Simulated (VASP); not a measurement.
# TePb in VASP: single point with PBE

Aim: the single point of TePb with PBE.

Program: VASP 6.6.1. These are calculated values, not measurements. Logs are shortened: lines on timing, memory, paths and dates and some standing lists are left out, and cuts for length are marked.

## (1) The cell of the first run

The cell holds a slab with vacuum, 8 atoms: a = 4.645 Å, b = 4.645 Å, c = 24.854 Å, α = 90.00°, β = 90.00°, γ = 90.00°.

## (2) Single point, PBE

INCAR reads:

```
ALGO = Normal ; DIPOL = 0.5 0.5 0.500
EDIFF = 1E-7 ; ENCUT = 520
GGA = PE ; IDIPOL = 3
ISIF = 2 ; ISMEAR = 0
LASPH = True ; LCHARG = False
LDIPOL = True ; LREAL = False
LWAVE = False ; NBANDS = 50
NELM = 60 ; PREC = Accurate
SIGMA = 0.05
```

KPOINTS reads:

```
k-points
0
Gamma
  6 6 1
```

POSCAR reads:

```
TePb
1.0
    4.6453450440      0.0000000000      0.0000000000
    0.0000000000      4.6453450440      0.0000000000
    0.0000000000      0.0000000000     24.8542649447
Pb Te
4 4
Direct
    0.0000000000      0.0000000000      0.3101451593
    0.5000000000      0.5000000000      0.4241984115
    0.0000000000      0.0000000000      0.5757966311
    0.5000000000      0.5000000000      0.6898546126
    0.5000000000      0.5000000000      0.2993010856
    0.0000000000      0.0000000000      0.4336966799
    0.5000000000      0.5000000000      0.5663078553
    0.0000000000      0.0000000000      0.7006995647
```

Potentials or basis: VASP PAW PBE potentials, release 64 (Pb_d, Te).

The run is started by

```sh
$ cat potpaw_PBE.64/Pb_d/POTCAR potpaw_PBE.64/Te/POTCAR > POTCAR
$ mpirun -np 1 vasp_std > vasp.out
```

OUTCAR:

```text
EDIFF = 1E-7
   ENCUT = 520
   GGA = PE
   ISIF = 2
   ISMEAR = 0
   LASPH = True
   LREAL = False
   NELM = 60
   PREC = Accurate

 ion  position               nearest neighbor table
   1  0.000  0.000  0.310-   6 3.07   5 3.30   5 3.30   5 3.30   5 3.30
   2  0.500  0.500  0.424-   5 3.10   6 3.29   6 3.29   6 3.29   6 3.29   7 3.53
   3  0.000  0.000  0.576-   8 3.10   7 3.29   7 3.29   7 3.29   7 3.29   6 3.53
   4  0.500  0.500  0.690-   7 3.07   8 3.30   8 3.30   8 3.30   8 3.30
   5  0.500  0.500  0.299-   2 3.10   1 3.30   1 3.30   1 3.30   1 3.30
   6  0.000  0.000  0.434-   1 3.07   2 3.29   2 3.29   2 3.29   2 3.29   3 3.53
   7  0.500  0.500  0.566-   4 3.07   3 3.29   3 3.29   3 3.29   3 3.29   2 3.53
   8  0.000  0.000  0.701-   3 3.10   4 3.30   4 3.30   4 3.30   4 3.30

  LATTYP: Found a simple tetragonal cell.
 ALAT       =     4.6453450440
 C/A-ratio  =     5.3503592756

  Lattice vectors:

 A1 = (   4.6453450440,   0.0000000000,   0.0000000000)
 A2 = (   0.0000000000,   4.6453450440,   0.0000000000)
 A3 = (   0.0000000000,   0.0000000000,  24.8542649447)

Analysis of symmetry for initial positions (statically):
=====================================================================
 Subroutine PRICEL returns:
 Original cell was already a primitive cell.

 Routine SETGRP: Setting up the symmetry group for a
 simple tetragonal supercell.

 Subroutine GETGRP returns: Found 16 space group operations
 (whereof  8 operations were pure point group operations)
 out of a pool of 16 trial point group operations.

The static configuration has the point symmetry C_4v.
 The point group associated with its full space group is D_4h.

Analysis of symmetry for dynamics (positions and initial velocities):
=====================================================================
 Subroutine PRICEL returns:
 Original cell was already a primitive cell.

 Routine SETGRP: Setting up the symmetry group for a
 simple tetragonal supercell.

 Subroutine GETGRP returns: Found 16 space group operations
 (whereof  8 operations were pure point group operations)
 out of a pool of 16 trial point group operations.

The dynamic configuration has the point symmetry C_4v.
 The point group associated with its full space group is D_4h.

 Subroutine INISYM returns: Found 16 space group operations
 (whereof  8 operations are pure point group operations),
 and found     1 'primitive' translations

----------------------------------------------------------------------------------------

                                     Primitive cell

[... 101 lines left out ...]
   EFERMI =   0.00;   METHOD = LEGACY
   ISMEAR =     0;   SIGMA  =   0.05  broadening in eV -4-tet -1-fermi 0-gaus
   EFERMI_NEDOS =   21; number of points for ismear=-14 and -15
   IALGO  =     38    algorithm
   IMIX   =      4    mixing-type and parameters
     AMIX     =   0.40;   BMIX     =  1.00
     AMIX_MAG =   1.60;   BMIX_MAG =  1.00
  volume/ion in A,a.u.               =      67.04       452.42
  Fermi-wavevector in a.u.,A,eV,Ry     =   0.868212  1.640683 10.255968  0.753792
  Thomas-Fermi vector in A             =   1.986858
   LORBIT       =      0    0 simple, 1 ext, 2 COOP (PROOUT), +10 PAW based schemes
   GGA     = PE    functional components
   LHFCALC =     F    Hartree Fock is set to
   AEXX    =    0.0000 exact exchange contribution
   IVDW    =     0    specifies the selected vdW correction
   LEPSILON=     F    determine dielectric tensor
   LRPA    =     F    only Hartree local field effects (RPA)
 non-spin polarized calculation
 Gauss-broadening in eV      SIGMA  =   0.05
  energy-cutoff  :      520.00
  volume of cell :      536.34
 maximum number of plane-waves:     14493
 NGX is ok and might be reduce to    36
   NGX = 17   NGY = 17   NGZ = 93

 number of electron      79.9999986 magnetization

 dipolmoment           0.000000      0.000000      0.000160 electrons x Angstroem

 Free energy of the ion-electron system (eV)
  ---------------------------------------------------
  ext. energy  EPLUGINS =         0.00000000
  ---------------------------------------------------
  free energy    TOTEN  =       -29.71237666 eV

  energy without entropy =      -29.71237666  energy(sigma->0) =      -29.71237666

 E-fermi :   0.5153     XC(G=0):  -5.2455

 val. band max:        0.2897336464   @ k =   0.5000   0.0000   0.0000
 cond. band min:       1.6286698488   @ k =   0.5000   0.0000   0.0000
 fundamental gap:      1.3389362024
 Fermi energy:         0.5152685965

 k-point     1 :       0.0000    0.0000    0.0000
  band No.  band energies     occupation
      1     -16.2647      2.00000
      2     -16.2627      2.00000
      3     -16.2086      2.00000
      4     -16.2086      2.00000
      5     -16.2075      2.00000
      6     -16.2075      2.00000
[... 519 lines left out ...]
     49       5.8762      0.00000
     50       5.8980      0.00000

------------------------ aborting loop because EDIFF is reached ----------------------------------------

 vacuum level on the upper side and lower side of the slab       (xc-potential included)        -0.071        -0.072

  FORCE on cell =-STRESS in cart. coord.  units (eV):
  Direction    XX          YY          ZZ          XY          YZ          ZX
  --------------------------------------------------------------------------------------
  -------------------------------------------------------------------------------------
  Total       -0.2935430     -0.2935430     -0.0388884      0.0000000      0.0000000      0.0000000
  in kB       -0.8768907     -0.8768907     -0.1161699      0.0000000      0.0000000      0.0000000
  external PRESSURE =      -0.6233171 kB  Pullay stress =       0.0000000 kB

 VOLUME and BASIS-vectors are now :
 -----------------------------------------------------------------------------
  energy-cutoff  :      520.00
  volume of cell :      536.34
      direct lattice vectors                 reciprocal lattice vectors
     4.645345044  0.000000000  0.000000000     0.215269262  0.000000000  0.000000000
     0.000000000  4.645345044  0.000000000     0.000000000  0.215269262  0.000000000
     0.000000000  0.000000000 24.854264945     0.000000000  0.000000000  0.040234543

 POSITION                                       TOTAL-FORCE (eV/Angst)
 -----------------------------------------------------------------------------------
      0.00000      0.00000      7.70843         0.000000     -0.000000      0.005431
      2.32267      2.32267     10.54314         0.000000     -0.000000      0.009988
      0.00000      0.00000     14.31100         0.000000      0.000000     -0.009988
      2.32267      2.32267     17.14583        -0.000000     -0.000000     -0.005431
      2.32267      2.32267      7.43891        -0.000000     -0.000000     -0.012161
      0.00000      0.00000     10.77921        -0.000000     -0.000000      0.001263
      2.32267      2.32267     14.07517         0.000000      0.000000     -0.001263
      0.00000      0.00000     17.41537         0.000000      0.000000      0.012161
 -----------------------------------------------------------------------------------
    total drift:                                0.000000      0.000000      0.084219

  FREE ENERGIE OF THE ION-ELECTRON SYSTEM (eV)
  ---------------------------------------------------
  free  energy   TOTEN  =       -29.7123766582 eV

  energy  without entropy=      -29.7123766582  energy(sigma->0) =      -29.71237666

 vacuum level on the upper side and lower side of the slab         5.038         5.037
```

OSZICAR:

```text
N       E                     dE             d eps       ncg     rms          rms(c)
DAV:   1     0.781753302914E+03    0.78175E+03   -0.32801E+04  1048   0.135E+03
DAV:   2     0.603784109454E+02   -0.72137E+03   -0.69851E+03  1108   0.362E+02
DAV:   3    -0.256545880409E+02   -0.86033E+02   -0.84195E+02  1256   0.162E+02
DAV:   4    -0.301723064654E+02   -0.45177E+01   -0.44926E+01  1240   0.427E+01
[... 15 lines left out ...]
DAV:  20    -0.297123697527E+02   -0.97624E-05   -0.40928E-07   866   0.155E-03    0.127E-03
DAV:  21    -0.297123745847E+02   -0.48320E-05   -0.14615E-07   820   0.904E-04    0.623E-04
DAV:  22    -0.297123764487E+02   -0.18640E-05   -0.67760E-08   800   0.682E-04    0.256E-04
DAV:  23    -0.297123766002E+02   -0.15155E-06   -0.58255E-09   744   0.375E-04    0.262E-04
DAV:  24    -0.297123766582E+02   -0.57995E-07   -0.29073E-09   650   0.235E-04
   1 F= -.29712377E+02 E0= -.29712377E+02  d E =-.679770E-11
```

Run time: 16 min. Hardware: 1 thread of Intel Xeon 8259CL, shared host; peak memory 0.66 GiB.

Results:

```
Free energy            : -29.7124 eV
Largest force          : 0.012 eV/Å
Band gap on the k mesh : 1.34 eV
```

Forces in eV/Å, atoms in the order of the input:
```
Pb   0.000  0.000  0.005
Pb   0.000  0.000  0.010
Pb   0.000  0.000 -0.010
Pb   0.000  0.000 -0.005
Te   0.000  0.000 -0.012
Te   0.000  0.000  0.001
Te   0.000  0.000 -0.001
Te   0.000  0.000  0.012
```

Caveat: spin-orbit coupling is left out, which moves the levels of the heavy elements.
